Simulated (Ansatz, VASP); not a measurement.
Two plane-wave programs on Ta

```
Ta
1.0
     2.90037    0.00000    0.00000
    -1.45019    2.51180    0.00000
     0.00000    0.00000    5.32126
Ta
2
Direct
  0.66667 0.33333 0.75000
  0.33333 0.66667 0.25000
```

Change from the starting cell: strain +0.0300 x Voigt [0, 0, 1, 0, 0, 0], atoms carried along.

Alike in both runs: task single point; functional r2SCAN; k mesh 18 × 18 × 10; occupations gaussian, width 0.15 eV; no spin polarisation.

|  | VASP | Ansatz |
| --- | --- | --- |
| version | VASP 6.6.1 | Ansatz 0.2.0 |
| potentials or method | VASP PAW PBE potentials, release 64 (Ta_pv), cutoff 520 eV | scalar-relativistic, plane waves, PAW |
| valence electrons in the cell | 22 | 26 |

|  | VASP | Ansatz | Ansatz less VASP |
| --- | --- | --- | --- |
| gap on the k mesh at the Fermi level (eV) | none | none | - |
| pressure (GPa) | -7.6 | -8.0 | -0.45 |
| traceless stress, the component that is largest in VASP (GPa) | -3.99 | -4.04 | -0.049 |

VASP's potentials were made for PBE, not for r2SCAN. A gap of «none» marks a metal or a gap that the smearing closes. The functional is the same, so the differences come from potentials, cutoffs and numerics. VASP's potentials hold 22 valence electrons a cell and Ansatz's 26, so a difference there can come from the potentials and not from the codes.

Neither program's run includes spin-orbit coupling.
